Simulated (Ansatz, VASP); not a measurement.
**Two plane-wave programs on Ge**

The input INCAR:

```
SYSTEM = Ge
ALGO = Normal
DIPOL = 0.5 0.5 0.500
EDIFF = 1E-6
ENCUT = 520
GGA = PE
IDIPOL = 3
ISIF = 2
ISMEAR = 0
IVDW = 12
LASPH = .True.
LCHARG = .True.
LDIPOL = .True.
LELF = .True.
LREAL = .False.
LVACPOTAV = .True.
LVHAR = .True.
LWAVE = .False.
NBANDS = 21
NELM = 100
PREC = Accurate
SIGMA = 0.1
```

The input KPOINTS:

```
k-points
0
Gamma
  12 12 1
  0 0 0
```

File POSCAR:

```
Ge
1.0
    4.0950000000      0.0000000000      0.0000000000
   -2.0475000000      3.5463740285      0.0000000000
    0.0000000000      0.0000000000     28.0000000000
Ge
2
Direct
    0.3333333333      0.6666666667      0.5052321429
    0.6666666667      0.3333333333      0.4947678571
```

Input for Ansatz:

```yaml
crystal:
  lattice:
    - [4.095, 0.0, 0.0]
    - [-2.0475, 3.5463740285, 0.0]
    - [0.0, 0.0, 28.0]
  atoms:
    - { symbol: Ge, position: [0.3333333333, 0.6666666667, 0.5052321429] }
    - { symbol: Ge, position: [0.6666666667, 0.3333333333, 0.4947678571] }
  periodic: [true, true, false]
basis:
  ecutwfc: 420
kpoints:
  mp_grid: { grid: [12, 12, 1] }
hamiltonian:
  xc: pbe
  pseudopotentials: { kind: paw, azcp: { folder: soft_1 } }
  dispersion: d3bj
scf:
  occupations: { method: gaussian, width: 0.1 }
output:
  forces: true
  stress: true
  eigenvalues: true
```

Alike in both runs: task single point; functional PBE; dispersion D3(BJ); k mesh 12 × 12 × 1; occupations gaussian, width 0.1 eV; no spin polarisation.

|  | VASP | Ansatz |
| --- | --- | --- |
| version | VASP 6.6.1 | Ansatz 0.2.0 |
| potentials or method | VASP PAW PBE potentials, release 64 (Ge_d), cutoff 520 eV | scalar-relativistic, plane waves, PAW |
| valence electrons in the cell | 28 | 28 |

VASP gave:

- gap on the k mesh at the Fermi level (eV): none
- rms of the force components (eV/Å): 0.320
- work function, face that differs most (eV): 4.47

**Question.** Estimate Ansatz's values.

**Answer.** gap on the k mesh at the Fermi level (eV): none; rms of the force components (eV/Å): 0.324; work function, face that differs most (eV): 4.47.

Atom by atom the forces differ by 0.004 eV/Å (rms over components). A gap of «none» marks a metal or a gap that the smearing closes.
